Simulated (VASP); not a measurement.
# Sb (I4/mmm) in VASP: single point with PBEsol

Aim: the single point of Sb with PBEsol.

Everything below comes from runs of VASP 6.6.1. Logs are shortened: lines on timing, memory, paths and dates and some standing lists are left out, and cuts for length are marked.

### 1 The cell of the first run

The structure is tetragonal, space group I4/mmm (No. 139). The conventional cell has a = 3.540 Å, b = 3.540 Å, c = 4.256 Å, α = 90.00°, β = 90.00°, γ = 90.00°. Sb (site symmetry 4/mmm) has 14 Sb at 3.29 to 4.26 Å within 4.3 Å.

### 2 Single point, PBEsol

Contents of INCAR:

```
  PREC = Accurate
  ENCUT = 520
  EDIFF = 1E-6
  ISMEAR = 0
  SIGMA = 0.15
  LREAL = False
  LASPH = True
  NELM = 100
  ALGO = Normal
  ISIF = 2
  LWAVE = False
  LCHARG = False
  GGA = PS
  NBANDS = 8
```

Contents of KPOINTS:

```
Automatic mesh
0
Gamma
  20 20 20
```

Contents of POSCAR:

```
Sb
1.0
    0.0000000000      2.5032429343      2.1277564941
    2.5032429343      0.0000000000      2.1277564941
    2.5032429343      2.5032429343      0.0000000000
Sb
1
Direct
    0.0000000000      0.0000000000      0.0000000000
```

Potentials or basis: VASP PAW PBE potentials, release 64 (Sb).

Launch:

```sh
$ cat potpaw_PBE.64/Sb/POTCAR > POTCAR
$ mpirun -np 1 vasp_std > vasp.out
```

OUTCAR:

```text
PREC = Accurate
   ENCUT = 520
   EDIFF = 1E-6
   ISMEAR = 0
   LREAL = False
   LASPH = True
   NELM = 100
   ISIF = 2
   GGA = PS

 ion  position               nearest neighbor table
   1  0.000  0.000  0.000-

  LATTYP: Found a body centered tetragonal cell.
 ALAT       =     3.5401201076
 C/A-ratio  =     1.2020815280

  Lattice vectors:

 A1 = (   0.0000000000,  -2.5032429343,  -2.1277564941)
 A2 = (   0.0000000000,   2.5032429343,  -2.1277564941)
 A3 = (   2.5032429343,   0.0000000000,   2.1277564941)

Analysis of symmetry for initial positions (statically):
=====================================================================
 Subroutine PRICEL returns:
 Original cell was already a primitive cell.

 Routine SETGRP: Setting up the symmetry group for a
 body centered tetragonal supercell.

 Subroutine GETGRP returns: Found 16 space group operations
 (whereof 16 operations were pure point group operations)
 out of a pool of 16 trial point group operations.

The static configuration has the point symmetry D_4h.

Analysis of symmetry for dynamics (positions and initial velocities):
=====================================================================
 Subroutine PRICEL returns:
 Original cell was already a primitive cell.

 Routine SETGRP: Setting up the symmetry group for a
 body centered tetragonal supercell.

 Subroutine GETGRP returns: Found 16 space group operations
 (whereof 16 operations were pure point group operations)
 out of a pool of 16 trial point group operations.

The dynamic configuration has the point symmetry D_4h.

 Subroutine INISYM returns: Found 16 space group operations
 (whereof 16 operations are pure point group operations),
 and found     1 'primitive' translations

----------------------------------------------------------------------------------------

                                     Primitive cell

  volume of cell :      26.6660

  direct lattice vectors                    reciprocal lattice vectors
     0.000000000  2.503242934  2.127756494    -0.199740901  0.199740901  0.234989296
     2.503242934  0.000000000  2.127756494     0.199740901 -0.199740901  0.234989296
     2.503242934  2.503242934  0.000000000     0.199740901  0.199740901 -0.234989296

  length of vectors
     3.285357345  3.285357345  3.540120108     0.367440913  0.367440913  0.367440913

  position of ions in fractional coordinates (direct lattice)
     0.000000000  0.000000000  0.000000000

  ion indices of the primitive-cell ions
[... 71 lines left out ...]
   LASPH  =      T    aspherical Exc in radial PAW
   ENCUT  =  520.0 eV  38.22 Ry    6.18 a.u.   6.11  6.11  6.58*2*pi/ulx,y,z
   NELM   =    100;   NELMIN=  2; NELMDL= -5     # of ELM steps
   EDIFF  = 0.1E-05   stopping-criterion for ELM
   LREAL  =      F    real-space projection
   EDIFFG = 0.1E-04   stopping-criterion for IOM
   NSW    =      0    number of steps for IOM
   IBRION =     -1    ionic relax: 0-MD 1-quasi-New 2-CG
   NFREE  =      0    steps in history (QN), initial steepest desc. (CG)
   ISIF   =      2    stress and relaxation
   ISYM   =      2    0-nonsym 1-usesym 2-fastsym
   POTIM  = 0.5000    time-step for ionic-motion
   TEBEG  =    0.0;   TEEND  =   0.0 temperature during run
   PSTRESS=    0.0 pullay stress
   NELECT =       5.0000    total number of electrons
   NUPDOWN=      -1.0000    fix difference up-down
   EMIN   =  10.00;   EMAX   =-10.00  energy-range for DOS
   EFERMI =   0.00;   METHOD = LEGACY
   ISMEAR =     0;   SIGMA  =   0.15  broadening in eV -4-tet -1-fermi 0-gaus
   EFERMI_NEDOS =   21; number of points for ismear=-14 and -15
   IALGO  =     38    algorithm
   IMIX   =      4    mixing-type and parameters
     AMIX     =   0.40;   BMIX     =  1.00
     AMIX_MAG =   1.60;   BMIX_MAG =  1.00
  volume/ion in A,a.u.               =      26.67       179.95
  Fermi-wavevector in a.u.,A,eV,Ry     =   0.937013  1.770697 11.945820  0.877993
  Thomas-Fermi vector in A             =   2.064081
   LORBIT       =      0    0 simple, 1 ext, 2 COOP (PROOUT), +10 PAW based schemes
   GGA     = PS    functional components
   LHFCALC =     F    Hartree Fock is set to
   AEXX    =    0.0000 exact exchange contribution
   IVDW    =     0    specifies the selected vdW correction
   LEPSILON=     F    determine dielectric tensor
   LRPA    =     F    only Hartree local field effects (RPA)
 non-spin polarized calculation
 Gauss-broadening in eV      SIGMA  =   0.15
  energy-cutoff  :      520.00
  volume of cell :       26.67
 maximum number of plane-waves:       739
   NGX = 13   NGY = 13   NGZ = 13

 number of electron       5.0000000 magnetization

 Free energy of the ion-electron system (eV)
  ---------------------------------------------------
  ext. energy  EPLUGINS =         0.00000000
  ---------------------------------------------------
  free energy    TOTEN  =        -4.33586071 eV

  energy without entropy =       -4.32794871  energy(sigma->0) =       -4.33190471

 E-fermi :   8.4655     XC(G=0): -10.3734

 val. band max:        8.4610942159   @ k =   0.3000   0.3000   0.0000
 cond. band min:       8.4701107517   @ k =   0.4000   0.2000   0.1500
 fundamental gap:      0.0090165358
 Fermi energy:         8.4655105230

 k-point     1 :       0.0000    0.0000    0.0000
  band No.  band energies     occupation
      1      -4.5090      2.00000
      2      13.7753      0.00000
      3      13.9896      0.00000
      4      13.9896      0.00000
      5      18.4532      0.00000
      6      18.4532      0.00000
      7      19.0701      0.00000
      8      19.4100      0.00000
[... 243 lines left out ...]
 k-point    24 :      -0.3500    0.0500    0.0000
  band No.  band energies     occupation
      1      -1.9591      2.00000
      2       4.8635      2.00000
      3      11.4676      0.00000
      4      12.5626      0.00000
      5      16.2387      0.00000
      6      16.8548      0.00000
      7      17.5806      0.00000
      8      22.7970      0.00000

 [... further k-points ...]
[... 5 lines left out ...]
  --------------------------------------------------------------------------------------
  -------------------------------------------------------------------------------------
  Total       -0.0321871     -0.0321871     -0.6293943      0.0000000      0.0000000     -0.0000000
  in kB       -1.9339018     -1.9339018    -37.8159909      0.0000000      0.0000000     -0.0000000
  external PRESSURE =     -13.8945982 kB  Pullay stress =       0.0000000 kB

 VOLUME and BASIS-vectors are now :
 -----------------------------------------------------------------------------
  energy-cutoff  :      520.00
  volume of cell :       26.67
      direct lattice vectors                 reciprocal lattice vectors
     0.000000000  2.503242934  2.127756494    -0.199740901  0.199740901  0.234989296
     2.503242934  0.000000000  2.127756494     0.199740901 -0.199740901  0.234989296
     2.503242934  2.503242934  0.000000000     0.199740901  0.199740901 -0.234989296

 POSITION                                       TOTAL-FORCE (eV/Angst)
 -----------------------------------------------------------------------------------
      0.00000      0.00000      0.00000         0.000000      0.000000     -0.000000
 -----------------------------------------------------------------------------------
    total drift:                                0.000000     -0.000000     -0.000000

  FREE ENERGIE OF THE ION-ELECTRON SYSTEM (eV)
  ---------------------------------------------------
  free  energy   TOTEN  =        -4.3358607143 eV

  energy  without entropy=       -4.3279487068  energy(sigma->0) =       -4.33190471
```

stdout:

```text
POSCAR found type information on POSCAR Sb
 POSCAR found :  1 types and       1 ions
 scaLAPACK will be used
 -----------------------------------------------------------------------------
|                                                                             |
|                                                                             |
|     You enforced a specific xc type in the INCAR file but a different       |
|     I HOPE YOU KNOW WHAT YOU ARE DOING!                                     |
|                                                                             |
 -----------------------------------------------------------------------------

 LDA part: xc-table for (Slater+PW92), standard interpolation
 POSCAR, INCAR and KPOINTS ok, starting setup
 FFT: planning ... GRIDC
 FFT: planning ... GRID_SOFT
 FFT: planning ... GRID
 WAVECAR not read
 entering main loop
```

It took 3 min on 1 thread of AMD EPYC 7R13, shared host; peak memory 0.22 GiB.

Results:

- Free energy: -4.3359 eV
- Pressure: -1.4 GPa

Levels at points of the mesh, in eV from the Fermi level:
| k point | band 1 | band 2 | band 3 | band 4 | band 5 | band 6 | band 7 |
| --- | --- | --- | --- | --- | --- | --- | --- |
| (0.00, 0.00, 0.00) | -12.97 | 5.31 | 5.52 | 5.52 | 9.99 | 9.99 | 10.60 |
| (0.50, 0.00, 0.00) | -9.11 | -5.82 | 2.57 | 4.36 | 7.38 | 8.00 | 10.72 |
| (0.50, 0.50, 0.00) | -6.25 | -3.86 | -0.85 | -0.85 | 3.03 | 3.74 | 17.52 |
| (0.50, 0.00, 0.50) | -8.17 | -5.34 | 0.71 | 1.84 | 5.03 | 5.41 | 17.03 |

Caveat: the PAW data sets were made with another functional, which shifts forces and pressure a little; spin-orbit coupling is left out, which moves the levels of the heavy elements.
